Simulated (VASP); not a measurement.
# CuH2F2 (C2/m) in VASP: single point with PBE0

Aim: the single point of CuH2F2 with PBE0.

Program: VASP 6.6.1. These are calculated values, not measurements. Logs are shortened: lines on timing, memory, paths and dates and some standing lists are left out, and cuts for length are marked.

### 1 The cell of the first run

Symmetry: C2/m, No. 12, monoclinic system. The conventional cell has a = 5.493 Å, b = 3.172 Å, c = 4.780 Å, α = 90.00°, β = 90.00°, γ = 90.00°. Cu (site symmetry 2/m) has 6 F at 2.11 Å and 4 H at 2.67 Å within 2.8 Å. F (site symmetry m) has 1 H at 0.97 Å within 1.3 Å. H (site symmetry m) has 1 F at 0.97 Å within 1.3 Å.

### 2 Single point, PBE0, collinear spin, ferromagnetic start

POSCAR reads:

```
CuH2F2
1.0
    3.1716624500      0.0000000000      0.0000000000
   -1.5858317200      2.7467407500      0.0000000000
    0.0000000000      0.0000000000      4.7801843100
Cu F H
1 2 2
Direct
    0.0000000000      0.0000000000      0.0000000000
    0.3333000000      0.6667000000      0.7806000000
    0.6667000000      0.3333000000      0.2194000000
    0.3569000000      0.6431000000      0.5805000000
    0.6431000000      0.3569000000      0.4195000000
```

INCAR.step1 reads:

```
SYSTEM = CuH2F2
  ALGO = Normal
  EDIFF = 1E-5
  ENCUT = 520
  GGA = PE
  ISIF = 2
  ISMEAR = -1
  ISPIN = 2
  LASPH = .True.
  LCHARG = .False.
  LMAXMIX = 4
  LORBIT = 11
  LREAL = .False.
  LUSENCCL = .False.
  LWAVE = .True.
  MAGMOM = 1 0 0 0 0
  NBANDS = 26
  NELM = 150
  PREC = Accurate
  SIGMA = 0.1
```

INCAR.step2 reads:

```
SYSTEM = CuH2F2
  AEXX = 0.25
  ALGO = Normal
  EDIFF = 1E-6
  ENCUT = 520
  GGA = PE
  ISIF = 2
  ISMEAR = -1
  ISPIN = 2
  ISTART = 1
  LASPH = .True.
  LCHARG = .False.
  LHFCALC = .True.
  LMAXMIX = 4
  LORBIT = 11
  LREAL = .False.
  LUSENCCL = .False.
  LWAVE = .False.
  MAGMOM = 1 0 0 0 0
  NBANDS = 26
  NELM = 150
  PREC = Accurate
  PRECFOCK = Fast
  SIGMA = 0.1
```

KPOINTS reads:

```
k-points
0
Gamma
  4 4 2
  0 0 0
```

Potentials or basis: VASP PAW PBE potentials, release 64 (Cu, F, H).

Command:

```console
$ cat potpaw_PBE.64/Cu/POTCAR potpaw_PBE.64/F/POTCAR potpaw_PBE.64/H/POTCAR > POTCAR
$ cp INCAR.step1 INCAR
$ mpirun -np 1 vasp_std > vasp.out
$ cp INCAR.step2 INCAR
$ mpirun -np 1 vasp_std > vasp.out
```

OUTCAR:

```text
SYSTEM = CuH2F2
   AEXX = 0.25
   EDIFF = 1E-6
   ENCUT = 520
   GGA = PE
   ISIF = 2
   ISMEAR = -1
   ISPIN = 2
   ISTART = 1
   LASPH = .True.
   LHFCALC = .True.
   LORBIT = 11
   LREAL = .False.
   NELM = 150
   PREC = Accurate
   PRECFOCK = Fast

 ion  position               nearest neighbor table
   1  0.000  0.000  0.000-   2 2.11   3 2.11   3 2.11   2 2.11   3 2.11   2 2.11
   2  0.333  0.667  0.781-   4 0.97   1 2.11   1 2.11   1 2.11
   3  0.667  0.333  0.219-   5 0.97   1 2.11   1 2.11   1 2.11
   4  0.357  0.643  0.581-   2 0.97
   5  0.643  0.357  0.419-   3 0.97

  LATTYP: Found a hexagonal cell.
 ALAT       =     3.1716624500
 C/A-ratio  =     1.5071541771

  Lattice vectors:

 A1 = (   3.1716624500,   0.0000000000,   0.0000000000)
 A2 = (  -1.5858317200,   2.7467407500,   0.0000000000)
 A3 = (   0.0000000000,   0.0000000000,   4.7801843100)

Analysis of symmetry for initial positions (statically):
=====================================================================
 Subroutine PRICEL returns:
 Original cell was already a primitive cell.

 Routine SETGRP: Setting up the symmetry group for a
 hexagonal supercell.

 Subroutine GETGRP returns: Found  4 space group operations
 (whereof  4 operations were pure point group operations)
 out of a pool of 24 trial point group operations.

The static configuration has the point symmetry C_2h.

Analysis of symmetry for dynamics (positions and initial velocities):
=====================================================================
 Subroutine PRICEL returns:
 Original cell was already a primitive cell.

 Routine SETGRP: Setting up the symmetry group for a
 hexagonal supercell.

 Subroutine GETGRP returns: Found  4 space group operations
 (whereof  4 operations were pure point group operations)
 out of a pool of 24 trial point group operations.

The dynamic configuration has the point symmetry C_2h.

Analysis of structural, dynamic, and magnetic symmetry:
=====================================================================
 Subroutine PRICEL returns:
 Original cell was already a primitive cell.

 Routine SETGRP: Setting up the symmetry group for a
 hexagonal supercell.

 Subroutine GETGRP returns: Found  4 space group operations
 (whereof  4 operations were pure point group operations)
 out of a pool of 24 trial point group operations.

The overall configuration has the point symmetry C_2h.

 Subroutine INISYM returns: Found  4 space group operations
 (whereof  4 operations are pure point group operations),
 and found     1 'primitive' translations

----------------------------------------------------------------------------------------

                                     Primitive cell

  volume of cell :      41.6437

  direct lattice vectors                    reciprocal lattice vectors
     3.171662450  0.000000000  0.000000000     0.315292064  0.182033982 -0.000000000
    -1.585831720  2.746740750  0.000000000     0.000000000  0.364067850  0.000000000
     0.000000000  0.000000000  4.780184310     0.000000000 -0.000000000  0.209196955

  length of vectors
     3.171662450  3.171663127  4.780184310     0.364067928  0.364067850  0.209196955

  position of ions in fractional coordinates (direct lattice)
     0.000000000  0.000000000  0.000000000
     0.333300000  0.666700000  0.780600000
     0.666700000  0.333300000  0.219400000
     0.356900000  0.643100000  0.580500000
     0.643100000  0.356900000  0.419500000

  ion indices of the primitive-cell ions
   primitive index   ion index
                 1           1
                 2           2
                 3           3
                 4           4
                 5           5

----------------------------------------------------------------------------------------

[... 35 lines left out ...]
 -0.250000  0.250000  0.500000      2.000000
  0.500000  0.000000  0.500000      2.000000
  0.500000  0.500000  0.500000      1.000000
  0.250000  0.250000  0.500000      2.000000
 -0.250000  0.500000  0.500000      4.000000
   k-points           NKPTS =     14   k-points in BZ     NKDIM =     32   number of bands    NBANDS=     26
   number of dos      NEDOS =    301   number of ions     NIONS =      5
   total plane-waves  NPLWV =  20736
   dimension x,y,z NGX =    24 NGY =   24 NGZ =   36
   dimension x,y,z NGXF=    48 NGYF=   48 NGZF=   72
   ions per type =               1   2   2
   NGX,Y,Z   is equivalent  to a cutoff of  12.58, 12.58, 12.52 a.u.
   NGXF,Y,Z  is equivalent  to a cutoff of  25.16, 25.16, 25.04 a.u.
 SYSTEM =  CuH2F2
   PREC   = accura    normal or accurate (medium, high low for compatibility)
   ISTART =      1    job   : 0-new  1-cont  2-samecut
   ICHARG =      0    charge: 1-file 2-atom 10-const
   ISPIN  =      2    spin polarized calculation?
   LNONCOLLINEAR =      F non collinear calculations
   LSORBIT =      F    spin-orbit coupling
   LASPH  =      T    aspherical Exc in radial PAW
   ENCUT  =  520.0 eV  38.22 Ry    6.18 a.u.   5.90  5.90  8.89*2*pi/ulx,y,z
   NELM   =    150;   NELMIN=  2; NELMDL=  0     # of ELM steps
   EDIFF  = 0.1E-05   stopping-criterion for ELM
   LREAL  =      F    real-space projection
   EDIFFG = 0.1E-04   stopping-criterion for IOM
   NSW    =      0    number of steps for IOM
   IBRION =     -1    ionic relax: 0-MD 1-quasi-New 2-CG
   NFREE  =      0    steps in history (QN), initial steepest desc. (CG)
   ISIF   =      2    stress and relaxation
   ISYM   =      3    0-nonsym 1-usesym 2-fastsym
   POTIM  = 0.5000    time-step for ionic-motion
   TEBEG  =    0.0;   TEEND  =   0.0 temperature during run
   PSTRESS=    0.0 pullay stress
   NELECT =      27.0000    total number of electrons
   NUPDOWN=      -1.0000    fix difference up-down
   EMIN   =  10.00;   EMAX   =-10.00  energy-range for DOS
   EFERMI =   0.00;   METHOD = LEGACY
   ISMEAR =    -1;   SIGMA  =   0.10  broadening in eV -4-tet -1-fermi 0-gaus
   EFERMI_NEDOS =   21; number of points for ismear=-14 and -15
   IALGO  =     38    algorithm
   IMIX   =      1    mixing-type and parameters
     AMIX     =   0.40;   BMIX     =  1.00
     AMIX_MAG =   1.60;   BMIX_MAG =  1.00
  volume/ion in A,a.u.               =       8.33        56.21
  Fermi-wavevector in a.u.,A,eV,Ry     =   1.416923  2.677597 27.316029  2.007672
  Thomas-Fermi vector in A             =   2.538207
   LORBIT       =     11    0 simple, 1 ext, 2 COOP (PROOUT), +10 PAW based schemes
   GGA     = PE    functional components
   LHFCALC =     T    Hartree Fock is set to
   PRECFOCK=fast      Normal, Fast or Accurate (Low or Medium for compatibility)
   ENCUT4O =  -1.0   cutoff for four orbital integrals eV
   NKREDX  =     1    reduce k-point grid by
   NKREDY  =     1    reduce k-point grid by
   NKREDZ  =     1    reduce k-point grid by
   AEXX    =    0.2500 exact exchange contribution
   HFSCREEN=    0.0000 screening length (either q_TF or 0.3 A-1)
   HFSCREENC=   0.0000 screening length for correlation (either q_TF or 0.3 A-1)
   ENCUTFOCK=  -1.0 apply spherical cutoff to Coloumb kernel
   IVDW    =     0    specifies the selected vdW correction
   LEPSILON=     F    determine dielectric tensor
   LRPA    =     F    only Hartree local field effects (RPA)
 spin polarized calculation
  energy-cutoff  :      520.00
  volume of cell :       41.64
 maximum number of plane-waves:      1134
  NGX = 14; NGY = 14; NGZ = 24

 number of electron      26.9999996 magnetization      -0.0615322

 Free energy of the ion-electron system (eV)
  ---------------------------------------------------
  ext. energy  EPLUGINS =         0.00000000
  ---------------------------------------------------
  free energy    TOTEN  =       -20.66928418 eV

  energy without entropy =      -20.66778308  energy(sigma->0) =      -20.66853363

 E-fermi :   5.9489     XC(G=0):  -8.0901

 val. band max:        5.5482108549   @ k =   0.2500   0.2500   0.0000
 cond. band min:       6.4551139210   @ k =   0.5000   0.0000   0.0000
 fundamental gap:      0.9069030661
 Fermi energy:         5.9489113451

 spin component 1

 k-point     1 :       0.0000    0.0000    0.0000
  band No.  band energies     occupation
      1     -27.9510      1.00000
      2     -27.4336      1.00000
      3     -11.0673      1.00000
      4      -8.6166      1.00000
      5      -6.4426      1.00000
      6      -6.4119      1.00000
[... 381 lines left out ...]
     24      23.8464      0.00000
     25      25.5580      0.00000
 Fermi energy:         5.9489113451

 spin component 2

 k-point     1 :       0.0000    0.0000    0.0000
  band No.  band energies     occupation
      1     -27.9781      1.00000
      2     -27.4606      1.00000
      3     -11.1012      1.00000
      4      -8.6384      1.00000
      5      -6.4535      1.00000
      6      -6.4427      1.00000
[... 381 lines left out ...]
     24      23.8076      0.00000
     25      25.5075      0.00000
 [bands above 25 left out]

------------------------ aborting loop because EDIFF is reached ----------------------------------------

  FORCE on cell =-STRESS in cart. coord.  units (eV):
  Direction    XX          YY          ZZ          XY          YZ          ZX
  --------------------------------------------------------------------------------------
  -------------------------------------------------------------------------------------
  Total        6.5942345      6.5389378      9.1285624     -0.0478916      0.2758152     -0.4777238
  in kB      253.7030549    251.5755981    351.2074320     -1.8425554     10.6115668    -18.3796916
  external PRESSURE =     285.4953617 kB  Pullay stress =       0.0000000 kB

 VOLUME and BASIS-vectors are now :
 -----------------------------------------------------------------------------
  energy-cutoff  :      520.00
  volume of cell :       41.64
      direct lattice vectors                 reciprocal lattice vectors
     3.171662450  0.000000000  0.000000000     0.315292064  0.182033982 -0.000000000
    -1.585831720  2.746740750  0.000000000     0.000000000  0.364067850  0.000000000
     0.000000000  0.000000000  4.780184310     0.000000000 -0.000000000  0.209196955

 POSITION                                       TOTAL-FORCE (eV/Angst)
 -----------------------------------------------------------------------------------
      0.00000      0.00000      0.00000        -0.000000      0.000000      0.000000
     -0.00016      1.83125      3.73141        -0.270520      0.156185      0.913648
      1.58599      0.91549      1.04877         0.270520     -0.156185     -0.913648
      0.11212      1.76643      2.77490         0.125388     -0.072393     -1.354900
      1.47371      0.98031      2.00529        -0.125388      0.072393      1.354900
 -----------------------------------------------------------------------------------
    total drift:                                0.000000     -0.000000      0.000000

  FREE ENERGIE OF THE ION-ELECTRON SYSTEM (eV)
  ---------------------------------------------------
  free  energy   TOTEN  =       -20.6692841759 eV

  energy  without entropy=      -20.6677830815  energy(sigma->0) =      -20.66853363

 total charge

# of ion       s       p       d       tot
------------------------------------------
    1        0.206   0.182   9.589   9.977
    2        1.778   4.430   0.000   6.208
    3        1.778   4.430   0.000   6.208
    4        0.533   0.151   0.000   0.684
    5        0.533   0.151   0.000   0.684
--------------------------------------------------
tot          4.828   9.345   9.589  23.762

 magnetization (x)

# of ion       s       p       d       tot
------------------------------------------
    1       -0.001  -0.001  -0.001  -0.004
    2       -0.001  -0.006   0.000  -0.007
    3       -0.001  -0.006   0.000  -0.007
    4       -0.003  -0.001   0.000  -0.004
    5       -0.003  -0.001   0.000  -0.004
--------------------------------------------------
tot         -0.009  -0.015  -0.001  -0.026
```

Run time: 10 min. Hardware: 1 × NVIDIA H100 80GB with 1 thread of AMD EPYC 7R13 (Zen 3), shared host; peak memory 1.2 GiB.

What came out:

| Item | Value |
| --- | --- |
| Free energy | -20.6693 eV |
| Pressure | 28.5 GPa |
| Largest force | 1.363 eV/Å |
| Net moment | -0.06 μB per cell |
| Valence electrons inside the program's atomic spheres | Cu 9.98; F 6.21; H 0.68 |

Forces in eV/Å, atoms in the order of the input:
```
Cu   0.000  0.000  0.000
F   -0.271  0.156  0.914
F    0.271 -0.156 -0.914
H    0.125 -0.072 -1.355
H   -0.125  0.072  1.355
```

Levels at points of the mesh, in eV from the Fermi level:
Spin up:
| k point | band 11 | band 12 | band 13 | band 14 | band 15 | band 16 |
| --- | --- | --- | --- | --- | --- | --- |
| (0.00, 0.00, 0.00) | -5.00 | -4.93 | -4.28 | -4.28 | 3.24 | 4.32 |
| (0.50, 0.00, 0.00) | -4.66 | -4.49 | -4.21 | 0.74 | 2.92 | 5.57 |
| (0.50, 0.50, 0.00) | -4.66 | -4.52 | -4.21 | 1.53 | 1.97 | 5.00 |
| (0.00, 0.00, 0.50) | -4.99 | -4.26 | -4.25 | -3.07 | -0.60 | 6.48 |
| (0.50, 0.00, 0.50) | -4.66 | -4.57 | -4.24 | 1.42 | 2.55 | 5.13 |
| (0.50, 0.50, 0.50) | -4.66 | -4.54 | -4.23 | 1.35 | 2.47 | 5.13 |
Spin down:
```csv
k point,band 10,band 11,band 12,band 13,band 14,band 15,band 16,band 17
"(0.00, 0.00, 0.00)",-5.01,-5.00,-4.95,-4.30,-4.28,3.20,4.26,11.06
"(0.50, 0.00, 0.00)",-4.79,-4.67,-4.49,-4.23,0.51,2.81,5.52,7.48
"(0.50, 0.50, 0.00)",-4.80,-4.66,-4.54,-4.21,1.45,1.85,4.96,7.85
"(0.00, 0.00, 0.50)",-5.01,-4.99,-4.28,-4.26,-3.19,-0.62,6.44,8.66
"(0.50, 0.00, 0.50)",-4.74,-4.67,-4.58,-4.25,1.26,2.48,5.09,5.55
"(0.50, 0.50, 0.50)",-4.75,-4.66,-4.56,-4.23,1.24,2.38,5.11,5.56
```

Caveat: the k points lie up to 0.66 Å⁻¹ apart; the PAW data sets were made with another functional, which shifts forces and pressure a little.
